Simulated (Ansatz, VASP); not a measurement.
## Two plane-wave programs on Sn

```xyz
1
Lattice="3.0878 0.0000 0.0000 0.0000 3.0878 0.0000 0.0000 0.0000 3.0878" Properties=species:S:1:pos:R:3 pbc="T T T"
Sn    0.0000    0.0000    0.0000
```

Alike in both runs: functional PBE; k mesh 14 × 14 × 14; occupations gaussian, width 0.1 eV; no spin polarisation.

Ansatz relaxed the structure, and its values are those at the end. VASP's run is a single point on that final structure, the one shown.

```csv
,VASP,Ansatz
version,VASP 6.6.1,Ansatz 0.2.0
potentials or method,"VASP PAW PBE potentials, release 64 (Sn_d), cutoff 520 eV","scalar-relativistic, plane waves, PAW"
valence electrons in the cell,14,14
```

|  | VASP | Ansatz | Ansatz less VASP |
| --- | --- | --- | --- |
| gap on the k mesh at the Fermi level (eV) | none | none | - |
| pressure (GPa) | -0.1 | 0.0 | +0.05 |

A gap of «none» marks a metal or a gap that the smearing closes. With one functional, cell and mesh, what is left measures potentials, basis and numerics.
